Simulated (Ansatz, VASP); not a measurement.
## One calculation of AlN, two programs

```
Al N
1.0
     0.00000    2.01887    2.01887
     2.01887    0.00000    2.01887
     2.01887    2.01887    0.00000
Al N
1 1
Direct
  0.00000 0.00000 0.00000
  0.50000 0.50000 0.50000
```

Alike in both runs: task single point; functional PBE; k mesh 8 × 8 × 8; no spin polarisation.

```csv
,VASP,Ansatz
version,VASP 6.6.1,Ansatz 0.2.0
potentials or method,"VASP PAW PBE potentials, release 64 (Al, N)",plane waves
plane-wave cutoff (eV),600,420
occupations,"gaussian, width 0.01 eV",fixed
valence electrons in the cell,8,8
```

```csv
,VASP,Ansatz,Ansatz less VASP
gap on the k mesh at the Fermi level (eV),4.65,4.67,+0.023
pressure (GPa),6.0,6.4,+0.44
```
